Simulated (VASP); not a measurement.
# Ru (P6_3/mmc) in VASP: notebook

The runs below take Ru through single point, with LDA, PBEsol, PBE.

Everything below comes from runs of VASP 6.6.1. Logs are shortened: lines on timing, memory, paths and dates and some standing lists are left out, and cuts for length are marked.

## (1) The cell of the first run

The structure is hexagonal, space group P6_3/mmc (No. 194). Conventional cell: a = 2.759 Å, b = 2.759 Å, c = 4.366 Å, α = 90.00°, β = 90.00°, γ = 120.00°. Within 3.6 Å of Ru (site symmetry -6m2) lie 12 Ru at 2.70 to 2.76 Å.

## (2) Single point, LDA (volume scaled by 1.06)

Input file INCAR:

```
ALGO = Normal
EDIFF = 1E-6
ENCUT = 520
ISIF = 2
ISMEAR = -1
LASPH = True
LCHARG = True
LELF = True
LREAL = False
LVHAR = True
LWAVE = False
NBANDS = 21
NELM = 60
PREC = Accurate
SIGMA = 0.05
```

Input file KPOINTS:

```
k-points
0
Gamma
  11 11 6
```

Input file POSCAR:

```
Ru
1.0
    2.7588683749      0.0000000000      0.0000000000
   -1.3794341875      2.3892500984      0.0000000000
    0.0000000000      0.0000000000      4.3658801443
Ru
2
Direct
    0.6666666667      0.3333333333      0.7500000000
    0.3333333333      0.6666666667      0.2500000000
```

Potentials or basis: VASP PAW LDA potentials, release 64 (Ru_pv).

The run is started by

```sh
$ cat potpaw_LDA.64/Ru_pv/POTCAR > POTCAR
$ mpirun -np 1 vasp_std > vasp.out
```

OUTCAR:

```text
EDIFF = 1E-6
   ENCUT = 520
   ISIF = 2
   ISMEAR = -1
   LASPH = True
   LREAL = False
   NELM = 60
   PREC = Accurate

 ion  position               nearest neighbor table
   1  0.667  0.333  0.750-   2 2.70   2 2.70   2 2.70   2 2.70   2 2.70   2 2.70
   2  0.333  0.667  0.250-   1 2.70   1 2.70   1 2.70   1 2.70   1 2.70   1 2.70

  LATTYP: Found a hexagonal cell.
 ALAT       =     2.7588683749
 C/A-ratio  =     1.5824894671

  Lattice vectors:

 A1 = (   2.7588683749,   0.0000000000,   0.0000000000)
 A2 = (  -1.3794341875,   2.3892500984,   0.0000000000)
 A3 = (   0.0000000000,   0.0000000000,   4.3658801443)

Analysis of symmetry for initial positions (statically):
=====================================================================
 Subroutine PRICEL returns:
 Original cell was already a primitive cell.

 Routine SETGRP: Setting up the symmetry group for a
 hexagonal supercell.

 Subroutine GETGRP returns: Found 24 space group operations
 (whereof 12 operations were pure point group operations)
 out of a pool of 24 trial point group operations.

The static configuration has the point symmetry D_3d.
 The point group associated with its full space group is D_6h.

Analysis of symmetry for dynamics (positions and initial velocities):
=====================================================================
 Subroutine PRICEL returns:
 Original cell was already a primitive cell.

 Routine SETGRP: Setting up the symmetry group for a
 hexagonal supercell.

 Subroutine GETGRP returns: Found 24 space group operations
 (whereof 12 operations were pure point group operations)
 out of a pool of 24 trial point group operations.

The dynamic configuration has the point symmetry D_3d.
 The point group associated with its full space group is D_6h.

 Subroutine INISYM returns: Found 24 space group operations
 (whereof 12 operations are pure point group operations),
 and found     1 'primitive' translations

----------------------------------------------------------------------------------------

                                     Primitive cell

  volume of cell :      28.7783

  direct lattice vectors                    reciprocal lattice vectors
     2.758868375  0.000000000  0.000000000     0.362467456  0.209270683  0.000000000
    -1.379434188  2.389250098  0.000000000     0.000000000  0.418541366  0.000000000
     0.000000000  0.000000000  4.365880144     0.000000000  0.000000000  0.229048890

  length of vectors
     2.758868375  2.758868375  4.365880144     0.418541366  0.418541366  0.229048890

  position of ions in fractional coordinates (direct lattice)
     0.666666667  0.333333333  0.750000000
     0.333333333  0.666666667  0.250000000

  ion indices of the primitive-cell ions
   primitive index   ion index
                 1           1
                 2           2

----------------------------------------------------------------------------------------

 KPOINTS: k-points

Automatic generation of k-mesh.
 Grid dimensions read from file:
 generate k-points for:   11   11    6

 Generating k-lattice:

  Cartesian coordinates                     Fractional coordinates (reciprocal lattice)
     0.032951587  0.019024608  0.000000000     0.090909091  0.000000000  0.000000000
     0.000000000  0.038049215  0.000000000     0.000000000  0.090909091  0.000000000
     0.000000000  0.000000000  0.038174815     0.000000000  0.000000000  0.166666667

  Length of vectors
     0.038049215  0.038049215  0.038174815

  Shift w.r.t. Gamma in fractional coordinates (k-lattice)
     0.000000000  0.000000000  0.000000000

 Subroutine IBZKPT returns following result:
 ===========================================

 Found     64 irreducible k-points:

 Following reciprocal coordinates:
            Coordinates               Weight
  0.000000  0.000000  0.000000      1.000000
  0.090909  0.000000  0.000000      6.000000
  0.181818  0.000000  0.000000      6.000000
  0.272727  0.000000  0.000000      6.000000
  0.363636  0.000000  0.000000      6.000000
  0.454545  0.000000  0.000000      6.000000
[... 16 lines left out ...]
  0.090909  0.090909  0.166667     12.000000
  0.181818  0.090909  0.166667     24.000000
 [... further k-points ...]
   k-points           NKPTS =     64   k-points in BZ     NKDIM =     64   number of bands    NBANDS=     21
   number of dos      NEDOS =    301   number of ions     NIONS =      2
   total plane-waves  NPLWV =  18432
   dimension x,y,z NGX =    24 NGY =   24 NGZ =   32
   dimension x,y,z NGXF=    48 NGYF=   48 NGZF=   64
   ions per type =               2
   NGX,Y,Z   is equivalent  to a cutoff of  14.46, 14.46, 12.19 a.u.
   NGXF,Y,Z  is equivalent  to a cutoff of  28.92, 28.92, 24.37 a.u.
 SYSTEM =  unknown system
   PREC   = accura    normal or accurate (medium, high low for compatibility)
   ISTART =      0    job   : 0-new  1-cont  2-samecut
   ICHARG =      2    charge: 1-file 2-atom 10-const
   ISPIN  =      1    spin polarized calculation?
   LNONCOLLINEAR =      F non collinear calculations
   LSORBIT =      F    spin-orbit coupling
   LASPH  =      T    aspherical Exc in radial PAW
   ENCUT  =  520.0 eV  38.22 Ry    6.18 a.u.   5.13  5.13  8.12*2*pi/ulx,y,z
   NELM   =     60;   NELMIN=  2; NELMDL= -5     # of ELM steps
   EDIFF  = 0.1E-05   stopping-criterion for ELM
   LREAL  =      F    real-space projection
   EDIFFG = 0.1E-04   stopping-criterion for IOM
   NSW    =      0    number of steps for IOM
   IBRION =     -1    ionic relax: 0-MD 1-quasi-New 2-CG
   NFREE  =      0    steps in history (QN), initial steepest desc. (CG)
   ISIF   =      2    stress and relaxation
   ISYM   =      2    0-nonsym 1-usesym 2-fastsym
   POTIM  = 0.5000    time-step for ionic-motion
   TEBEG  =    0.0;   TEEND  =   0.0 temperature during run
   PSTRESS=    0.0 pullay stress
   NELECT =      28.0000    total number of electrons
   NUPDOWN=      -1.0000    fix difference up-down
   EMIN   =  10.00;   EMAX   =-10.00  energy-range for DOS
   EFERMI =   0.00;   METHOD = LEGACY
   ISMEAR =    -1;   SIGMA  =   0.05  broadening in eV -4-tet -1-fermi 0-gaus
   EFERMI_NEDOS =   21; number of points for ismear=-14 and -15
   IALGO  =     38    algorithm
   IMIX   =      4    mixing-type and parameters
     AMIX     =   0.40;   BMIX     =  1.00
     AMIX_MAG =   1.60;   BMIX_MAG =  1.00
  volume/ion in A,a.u.               =      14.39        97.10
  Fermi-wavevector in a.u.,A,eV,Ry     =   1.622206  3.065525 35.804449  2.631553
  Thomas-Fermi vector in A             =   2.715857
   LORBIT       =      0    0 simple, 1 ext, 2 COOP (PROOUT), +10 PAW based schemes
   GGA     = CA    functional components
   LHFCALC =     F    Hartree Fock is set to
   AEXX    =    0.0000 exact exchange contribution
   IVDW    =     0    specifies the selected vdW correction
   LEPSILON=     F    determine dielectric tensor
   LRPA    =     F    only Hartree local field effects (RPA)
 non-spin polarized calculation
  energy-cutoff  :      520.00
  volume of cell :       28.78
 maximum number of plane-waves:       796
 NGX is ok and might be reduce to    24
   NGX = 11   NGY = 11   NGZ = 17

 number of electron      28.0000012 magnetization

 Free energy of the ion-electron system (eV)
  ---------------------------------------------------
  ext. energy  EPLUGINS =         0.00000000
  ---------------------------------------------------
  free energy    TOTEN  =       -21.15503040 eV

  energy without entropy =      -21.13682010  energy(sigma->0) =      -21.14592525

 E-fermi :  11.5818     XC(G=0): -14.0285

 val. band max:       11.5769373472   @ k =   0.3636   0.0000   0.3333
 cond. band min:      11.5974272917   @ k =   0.2727   0.1818   0.0000
 fundamental gap:      0.0204899445
 Fermi energy:        11.5817578553

 k-point     1 :       0.0000    0.0000    0.0000
  band No.  band energies     occupation
      1     -31.6036      2.00000
      2     -30.8195      2.00000
      3     -30.8195      2.00000
      4     -30.6752      2.00000
      5     -30.6752      2.00000
      6     -30.6443      2.00000
[... 13 lines left out ...]
     20      21.6846      0.00000
     21      21.6944      0.00000

 k-point     2 :       0.0909    0.0000    0.0000
  band No.  band energies     occupation
      1     -31.5801      2.00000
      2     -30.8687      2.00000
      3     -30.8361      2.00000
      4     -30.7267      2.00000
      5     -30.6822      2.00000
      6     -30.6554      2.00000
[... 13 lines left out ...]
     20      21.6846      0.00000
     21      21.6934      0.00000

 k-point     3 :       0.1818    0.0000    0.0000
  band No.  band energies     occupation
      1     -31.5134      2.00000
      2     -31.0010      2.00000
      3     -30.8793      2.00000
      4     -30.8617      2.00000
      5     -30.7022      2.00000
      6     -30.6886      2.00000
[... 13 lines left out ...]
     20      21.6846      0.00000
     21      21.6912      0.00000

 k-point     4 :       0.2727    0.0000    0.0000
  band No.  band energies     occupation
      1     -31.4147      2.00000
      2     -31.1746      2.00000
      3     -31.0322      2.00000
      4     -30.9334      2.00000
      5     -30.7432      2.00000
      6     -30.7303      2.00000
[... 13 lines left out ...]
     20      21.6845      0.00000
     21      21.6889      0.00000

 k-point     5 :       0.3636    0.0000    0.0000
  band No.  band energies     occupation
      1     -31.3341      2.00000
      2     -31.3034      2.00000
      3     -31.1835      2.00000
      4     -30.9815      2.00000
      5     -30.8139      2.00000
      6     -30.7573      2.00000
[... 13 lines left out ...]
     20      21.6670      0.00000
     21      21.6845      0.00000

 k-point     6 :       0.4545    0.0000    0.0000
  band No.  band energies     occupation
      1     -31.4286      2.00000
      2     -31.2711      2.00000
      3     -31.2152      2.00000
      4     -31.0094      2.00000
      5     -30.8779      2.00000
      6     -30.7738      2.00000
[... 13 lines left out ...]
     20      21.6838      0.00000
     21      22.0055      0.00000

 k-point     7 :       0.0909    0.0909    0.0000
  band No.  band energies     occupation
      1     -31.5350      2.00000
      2     -30.9489      2.00000
      3     -30.8906      2.00000
      4     -30.7982      2.00000
      5     -30.7033      2.00000
      6     -30.6775      2.00000
[... 13 lines left out ...]
     20      21.6846      0.00000
     21      21.6919      0.00000
[... 291 lines left out ...]
      1     -31.4120      2.00000
      2     -31.1343      2.00000
      3     -31.0682      2.00000
      4     -30.9200      2.00000
      5     -30.7510      2.00000
      6     -30.7441      2.00000
[... 13 lines left out ...]
     20      21.6845      0.00000
     21      22.7780      0.00000

 k-point    21 :       0.3636    0.0000    0.1667
  band No.  band energies     occupation
      1     -31.4193      2.00000
      2     -31.2478      2.00000
      3     -31.1597      2.00000
      4     -30.9667      2.00000
      5     -30.8065      2.00000
      6     -30.7726      2.00000
[... 13 lines left out ...]
     20      21.6843      0.00000
     21      22.0687      0.00000

 k-point    22 :       0.4545    0.0000    0.1667
  band No.  band energies     occupation
      1     -31.4780      2.00000
      2     -31.3255      2.00000
      3     -31.1298      2.00000
      4     -30.9939      2.00000
      5     -30.8567      2.00000
      6     -30.7898      2.00000
[... 13 lines left out ...]
     20      21.6832      0.00000
     21      21.7039      0.00000

 k-point    23 :       0.0909    0.0909    0.1667
  band No.  band energies     occupation
      1     -31.4874      2.00000
      2     -30.9322      2.00000
      3     -30.8940      2.00000
      4     -30.8310      2.00000
      5     -30.7146      2.00000
      6     -30.6986      2.00000
[... 13 lines left out ...]
     20      21.6846      0.00000
     21      22.5495      0.00000

 k-point    24 :       0.1818    0.0909    0.1667
  band No.  band energies     occupation
      1     -31.4290      2.00000
      2     -31.0645      2.00000
      3     -31.0244      2.00000
      4     -30.8962      2.00000
      5     -30.7530      2.00000
      6     -30.7279      2.00000
[... 13 lines left out ...]
     20      21.6845      0.00000
     21      22.7242      0.00000

 [... further k-points ...]
[... 5 lines left out ...]
  --------------------------------------------------------------------------------------
  -------------------------------------------------------------------------------------
  Total       -4.7445749     -4.7445749     -5.0630232      0.0000000      0.0000000      0.0000000
  in kB     -264.1456648   -264.1456648   -281.8747019      0.0000000      0.0000000      0.0000000
  external PRESSURE =    -270.0553438 kB  Pullay stress =       0.0000000 kB

 VOLUME and BASIS-vectors are now :
 -----------------------------------------------------------------------------
  energy-cutoff  :      520.00
  volume of cell :       28.78
      direct lattice vectors                 reciprocal lattice vectors
     2.758868375  0.000000000  0.000000000     0.362467456  0.209270683  0.000000000
    -1.379434188  2.389250098  0.000000000     0.000000000  0.418541366  0.000000000
     0.000000000  0.000000000  4.365880144     0.000000000  0.000000000  0.229048890

 POSITION                                       TOTAL-FORCE (eV/Angst)
 -----------------------------------------------------------------------------------
      1.37943      0.79642      3.27441         0.000000     -0.000000      0.000000
     -0.00000      1.59283      1.09147        -0.000000      0.000000      0.000000
 -----------------------------------------------------------------------------------
    total drift:                               -0.000000      0.000000     -0.000000

  FREE ENERGIE OF THE ION-ELECTRON SYSTEM (eV)
  ---------------------------------------------------
  free  energy   TOTEN  =       -21.1550304025 eV

  energy  without entropy=      -21.1368200981  energy(sigma->0) =      -21.14592525
```

Run time: 19 s. Hardware: 1 thread of Intel Xeon Platinum 8259CL at 2.50GHz (Skylake/Cascade Lake), shared host; peak memory 0.15 GiB.

What came out:

```
Free energy            : -21.1550 eV
Pressure               : -27.0 GPa
Band gap on the k mesh : zero (band 14 reaches 13.01 eV, above the bottom of band 15 at 10.20 eV)
```

Levels at points of the mesh, in eV from the Fermi level:
| k point | band 10 | band 11 | band 12 | band 13 | band 14 | band 15 | band 16 | band 17 | band 18 | band 19 |
| --- | --- | --- | --- | --- | --- | --- | --- | --- | --- | --- |
| (0.00, 0.00, 0.00) | -2.32 | -2.17 | -1.70 | -1.70 | -1.22 | -1.22 | 1.16 | 1.16 | 1.31 | 9.63 |
| (0.00, 0.00, 0.50) | -2.48 | -2.48 | -2.48 | -2.48 | -2.48 | 0.56 | 0.56 | 0.56 | 0.56 | 10.10 |

(Part 1 of 2 ends here.)
